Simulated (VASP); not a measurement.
Write the native input for VASP 6.6.1 that does the following.

* Task: single point
* Functional: PBEsol
* Potentials or basis: VASP PAW PBE potentials, release 64 (Cu, O)
* Cutoff: 520 eV
* k mesh: 1 × 1 × 1
* Occupations: gaussian, width 0.1 eV
* Spin: no spin polarisation
* Dipole correction: no
* Further INCAR settings: ALGO = Normal; EDIFF = 1e-06; NBANDS = 25

The structure of CuO lies in POSCAR:

```
CuO
1.0
    2.3446500000     -1.7134000000      0.0000000000
    2.3446500000      1.7134000000      0.0000000000
   -0.8605500000      0.0000000000      5.0594400000
Cu O
2 2
Direct
    0.0032000000      0.4968000000      0.0000000000
    0.4968000000      0.0032000000      0.5000000000
    0.5714000000      0.4056000000      0.2537000000
    0.4056000000      0.5714000000      0.7537000000
```

The input as run:

INCAR

```
SYSTEM = CuO
PREC = Accurate ; ENCUT = 520
EDIFF = 1E-6 ; ISMEAR = 0
SIGMA = 0.1 ; LREAL = .False.
LASPH = .True. ; NELM = 80
ALGO = Normal ; ISIF = 2
LWAVE = .False. ; LCHARG = .True.
GGA = PS ; LELF = .True.
LVHAR = .True. ; NBANDS = 25
```

KPOINTS

```
regular mesh
0
Gamma
  1 1 1
  0 0 0
```

Potentials or basis: VASP PAW PBE potentials, release 64 (Cu, O).

The run is started by

```bash
$ cat potpaw_PBE.64/Cu/POTCAR potpaw_PBE.64/O/POTCAR > POTCAR
$ mpirun -np 1 vasp_gam > vasp.out
```

Results of the run:

```json
{"Pressure": "-2.8 GPa", "Largest force": "1.681 eV/Å", "Band gap on the k mesh": "0.26 eV"}
```

Caveat: the k points lie up to 2.28 Å⁻¹ apart; the PAW data sets were made with another functional, which shifts forces and pressure a little.

Wall time 3.3 s on 1 thread of AMD EPYC 9R45 96-Core Processor (Zen 5), with other jobs on the host, peak memory 0.11 GiB.
